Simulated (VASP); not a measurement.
Write the native input for VASP 6.6.1 that does the following.

| Quantity | Value |
| --- | --- |
| Task | single point |
| Functional | PBEsol |
| Potentials or basis | VASP PAW PBE potentials, release 64 (P) |
| Cutoff | 520 eV |
| k mesh | 8 × 1 × 6 |
| Occupations | fermi-dirac, width 0.05 eV |
| Spin | no spin polarisation |
| Dipole correction | no |
| Further INCAR settings | ALGO = Normal; EDIFF = 1e-06; NBANDS = 18 |

The structure of P lies in POSCAR:

```
P
1.0
    3.2393475808      0.0000000000      0.0000000000
    0.0000000000     34.3859322811      0.0000000000
    0.0000000000      0.0000000000      4.5694812964
P
4
Direct
    0.5000000000      0.9702614300      0.9078492800
    0.5000000000      0.0297385700      0.0921507200
    0.0000000000      0.0297385700      0.4078492800
    0.0000000000      0.9702614300      0.5921507200
```

The input as run:

INCAR

```
PREC = Accurate
ENCUT = 520
EDIFF = 1E-6
ISMEAR = -1
SIGMA = 0.05
LREAL = False
LASPH = True
NELM = 100
ALGO = Normal
ISIF = 2
LWAVE = False
LCHARG = False
GGA = PS
NBANDS = 18
```

KPOINTS

```
Automatic mesh
0
Gamma
  8 1 6
```

Potentials or basis: VASP PAW PBE potentials, release 64 (P).

The run is started by

```bash
$ cat potpaw_PBE.64/P/POTCAR > POTCAR
$ mpirun -np 1 vasp_std > vasp.out
```

Results of the run:

```yaml
Largest_force: 0.597 eV/Å
Band_gap_on_the_k_mesh: 0.87 eV, indirect (the least direct gap lies 1.9 meV higher)
```

Caveat: the PAW data sets were made with another functional, which shifts forces and pressure a little.

It took 5.1 min on 1 thread of Intel Xeon 8259CL (shared host), peak memory 0.54 GiB.
